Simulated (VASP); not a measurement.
Al3Cu, 4 atoms in the cell. Symmetry: P4/mmm, No. 123, tetragonal system. Conventional cell: a = 2.778 Å, b = 2.778 Å, c = 7.513 Å, α = 90.00°, β = 90.00°, γ = 90.00°. Al (site symmetry 4/mmm) has 12 Al at 2.78 to 2.85 Å within 3.7 Å. Within 3.4 Å of Al (site symmetry 4mm) lie 4 Cu at 2.60 Å and 9 Al at 2.78 to 3.40 Å. Within 3.4 Å of Cu (site symmetry 4/mmm) lie 8 Al at 2.60 Å and 4 Cu at 2.78 Å. 

| Item | Value |
| --- | --- |
| Program | VASP 6.6.1 |
| Task | relaxation of cell and atoms |
| Functional | r2SCAN |
| Dispersion | D4 |
| Potentials or basis | VASP PAW PBE potentials, release 64 (Al, Cu) |
| Cutoff | 600 eV |
| k mesh | 8 × 8 × 3 |
| Occupations | gaussian, width 0.05 eV |
| Spin | no spin polarisation |
| Dipole correction | no |
| Further INCAR settings | ALGO = Normal; EDIFF = 1e-06; IBRION = 2; EDIFFG = -0.05; NSW = 80; ISIF = 3 |

Potentials or basis: VASP PAW PBE potentials, release 64 (Al, Cu).

Command:

```bash
$ cat potpaw_PBE.64/Al/POTCAR potpaw_PBE.64/Cu/POTCAR > POTCAR
$ cp INCAR.step1 INCAR
$ mpirun -np 1 vasp_std > vasp.out
$ cp INCAR.step2 INCAR
$ mpirun -np 1 vasp_std > vasp.out
```

Hardware: 1 thread of AMD EPYC 9R45 96-Core Processor (Zen 5), with other jobs on the host.

Question: How long does it take, and how much memory?

Answer: It took 4 min on 1 thread of AMD EPYC 9R45 96-Core Processor (Zen 5), with other jobs on the host, peak memory 0.18 GiB. Counts: k points 30, ion steps 5.
